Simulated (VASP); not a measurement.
Set up this calculation in VASP 6.6.1, as the native input.

| Property | Result |
| --- | --- |
| Task | single point |
| Functional | PBEsol |
| Potentials or basis | VASP PAW PBE potentials, release 64 (Ta_pv, K_sv, O) |
| Cutoff | 520 eV |
| k mesh | 7 × 7 × 7 |
| Occupations | fermi-dirac, width 0.05 eV |
| Spin | no spin polarisation |
| Dipole correction | no |
| Further INCAR settings | ALGO = Normal; EDIFF = 1e-06; NBANDS = 27 |

The structure of KTaO3 lies in POSCAR:

```
KTaO3
1.0
    3.9725132726      0.0000000000      0.0000000000
    0.0000000000      3.9725132726      0.0000000000
    0.0000000000      0.0000000000      3.9725132726
Ta K O
1 1 3
Direct
    0.0000000000      0.0000000000      0.0000000000
    0.5000000000      0.5000000000      0.5000000000
    0.0000000000      0.0000000000      0.5000000000
    0.0000000000      0.5000000000      0.0000000000
    0.5000000000      0.0000000000      0.0000000000
```

These files were run (other wordings do the same):

INCAR

```
SYSTEM = KTaO3
  PREC = Accurate
  ENCUT = 520
  EDIFF = 1E-6
  ISMEAR = -1
  SIGMA = 0.05
  LREAL = .FALSE.
  LASPH = .TRUE.
  NELM = 60
  ALGO = Normal
  ISIF = 2
  LWAVE = .FALSE.
  LCHARG = .FALSE.
  GGA = PS
  NBANDS = 27
```

KPOINTS

```
regular mesh
0
G
  7 7 7
  0 0 0
```

Potentials or basis: VASP PAW PBE potentials, release 64 (Ta_pv, K_sv, O).

Command:

```console
$ cat potpaw_PBE.64/Ta_pv/POTCAR potpaw_PBE.64/K_sv/POTCAR potpaw_PBE.64/O/POTCAR > POTCAR
$ mpirun -np 1 vasp_std > vasp.out
```

Results of the run:

```
Pressure               : 2.8 GPa
Band gap on the k mesh : 2.17 eV (least direct gap 2.73 eV)
```

Caveat: the PAW data sets were made with another functional, which shifts forces and pressure a little; spin-orbit coupling is left out, which moves the levels of the heavy elements; an odd mesh through Γ misses points on the zone boundary, where band edges can lie.

Wall time 61 s on 1 thread of Intel Xeon 8259CL, with other jobs on the host, peak memory 0.19 GiB.
